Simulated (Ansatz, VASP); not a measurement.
**Two plane-wave programs on BaTiO3**

```
Ba Ti O
1.0
     3.99980    0.00000    0.00000
     0.00000    3.99980    0.00000
     0.00000    0.00000    4.01800
Ba Ti O
1 1 3
Direct
  0.00000 0.00000 0.00000
  0.50000 0.50000 0.49000
  0.00000 0.50000 0.51700
  0.50000 0.00000 0.51700
  0.50000 0.50000 0.01900
```

Alike in both runs: task relaxation of cell and atoms; functional PBE; dispersion D3(BJ); k mesh 7 × 7 × 7; occupations fermi-dirac, width 0.05 eV; no spin polarisation.

|  | VASP | Ansatz |
| --- | --- | --- |
| version | VASP 6.6.1 | Ansatz 0.2.0 |
| potentials or method | VASP PAW PBE potentials, release 64 (Ba_sv, Ti_sv, O) | Ansatz PAW |
| plane-wave cutoff (eV) | 600 | 420 |
| valence electrons in the cell | 40 | 40 |

Ansatz gave:

```
gap on the k mesh at the Fermi level, each at its own relaxed structure (eV) : 1.97
relaxed volume (Å³/atom)                                                     : 12.92
relaxed cell length with the largest relative difference (Å)                 : 4.092
```

Which values does VASP return?

gap on the k mesh at the Fermi level, each at its own relaxed structure (eV): 1.90; relaxed volume (Å³/atom): 13.06; relaxed cell length with the largest relative difference (Å): 4.111.

Neither program's run includes spin-orbit coupling. Noted on Ansatz's run: odd divisions of the mesh miss points on the zone boundary, where band edges often lie, so the gap on the mesh can be too wide; the plane-wave basis is chosen anew once the cell has moved, so the energies of steps on either side of that aren't comparable.
